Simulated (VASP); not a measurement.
## Cd7S: relaxation of cell and atoms with PBE

Crystal: Cd7S.

```
Cd S
1.0
     3.18255    0.00000    0.00000
    -1.59128    2.75617    0.00000
     0.00000    0.00000   20.96919
Cd S
7 1
Direct
  0.66667 0.33333 0.89976
  0.33333 0.66667 0.10024
  0.33333 0.66667 0.77395
  0.66667 0.33333 0.63989
  0.66667 0.33333 0.22605
  0.33333 0.66667 0.36011
  0.00000 0.00000 0.50000
  0.00000 0.00000 0.00000
```

```yaml
Program: VASP 6.6.1
Task: relaxation of cell and atoms
Functional: PBE
Potentials_or_basis: VASP PAW PBE potentials, release 64 (Cd, S)
Cutoff: 600 eV
k_mesh: 12 × 12 × 2
Occupations: gaussian, width 0.1 eV
Spin: no spin polarisation
Dipole_correction: no
Further_INCAR_settings: ALGO = Normal; EDIFF = 1e-06; IBRION = 2; EDIFFG = -0.01; NSW = 100; ISIF = 3
```

```
Relaxed volume                        : 24.07 Å³/atom
Relaxed cell                          : a = 3.619 Å, b = 3.619 Å, c = 16.982 Å, α = 90.00°, β = 90.00°, γ = 120.00°
Space group after relaxing (to 0.1 Å) : P-3m1 (No. 164)
Energy gained by relaxing             : 129.3 meV/atom
Ionic steps                           : 25
Pressure after relaxing               : 0.0 GPa
Largest force after relaxing          : 0.009 eV/Å
Band gap on the k mesh                : zero (bands 45 and 46 overlap by 1.83 eV)
```

Forces on the atoms (eV/Å):
```
Cd   0.000  0.000 -0.001
Cd   0.000  0.000  0.001
Cd   0.000  0.000 -0.009
Cd   0.000  0.000 -0.001
Cd   0.000  0.000  0.009
Cd   0.000  0.000  0.001
Cd   0.000  0.000  0.000
S    0.000  0.000  0.000
```

Step by step:
| step | energy change (eV) | largest force (eV/Å) | pressure (GPa) | volume (Å³) |
| --- | --- | --- | --- | --- |
| 1 | 0.0000 | 0.0101 | -0.12 | 183.93 |
| 2 | -0.0612 | 0.0324 | 0.01 | 183.46 |
| 3 | -0.2817 | 0.1150 | 0.63 | 181.58 |
| 4 | -0.7760 | 0.2868 | 3.68 | 175.75 |
| 5 | -0.7485 | 0.3264 | 4.84 | 174.13 |
| 6 | -0.7685 | 0.3105 | 4.27 | 174.94 |
| 7 | -0.7935 | 0.3050 | 4.14 | 175.73 |
| 8 | -0.8523 | 0.2854 | 3.83 | 178.06 |
| 9 | -0.8802 | 0.2805 | 3.31 | 182.44 |
| 10 | -0.9278 | 0.2532 | 2.62 | 184.55 |
| 11 | -1.0090 | 0.1771 | 0.70 | 190.98 |
| 12 | -1.0181 | 0.1469 | 0.01 | 193.84 |
| 13 | -1.0182 | 0.1510 | -0.12 | 194.24 |
| 14 | -1.0200 | 0.1303 | -0.11 | 194.22 |
| 15 | -1.0242 | 0.0930 | -0.11 | 194.14 |
| 16 | -1.0277 | 0.0815 | -0.07 | 193.99 |
| 17 | -1.0291 | 0.0729 | -0.03 | 193.69 |
| 18 | -1.0323 | 0.0501 | 0.04 | 192.79 |
| 19 | -1.0323 | 0.0302 | 0.21 | 190.99 |
| 20 | -1.0333 | 0.0293 | 0.13 | 191.87 |
| 21 | -1.0339 | 0.0217 | -0.10 | 192.78 |
| 22 | -1.0339 | 0.0233 | -0.04 | 192.60 |
| 23 | -1.0345 | 0.0157 | -0.03 | 192.60 |
| 24 | -1.0346 | 0.0133 | -0.02 | 192.59 |
| 25 | -1.0347 | 0.0094 | -0.01 | 192.59 |

Final structure:
```
Cd S
1.0
     3.61871    0.00000    0.00000
    -1.80936    3.13390    0.00000
     0.00000    0.00000   16.98217
Cd S
7 1
Cartesian
  1.8094 1.0446 15.2754
  0.0000 2.0893 1.7068
  0.0000 2.0893 13.0579
  1.8094 1.0446 10.7911
  1.8094 1.0446 3.9243
  0.0000 2.0893 6.1910
  -1.8094 3.1339 8.4911
  -1.8094 3.1339 0.0000
```

Levels at points of the mesh, in eV from the Fermi level:
```
           k point  band 43  band 44  band 45  band 46  band 47  band 48
(0.00, 0.00, 0.00)    -0.75    -0.75    -0.55     1.28     4.08     4.71
(0.50, 0.00, 0.00)    -1.69    -1.66    -1.31    -1.12     0.54     1.03
(0.00, 0.00, 0.50)    -1.56    -0.75    -0.75     2.41     2.74     5.47
(0.50, 0.00, 0.50)    -2.13    -1.69    -0.77    -0.34    -0.18     0.06
```

It took 84 min on 1 thread of AMD EPYC 9R45 96-Core Processor (Zen 5), on a shared host, peak memory 0.6 GiB.

Caveat: a cell axis changed by over 15 % at a fixed basis, so the end point is rough.
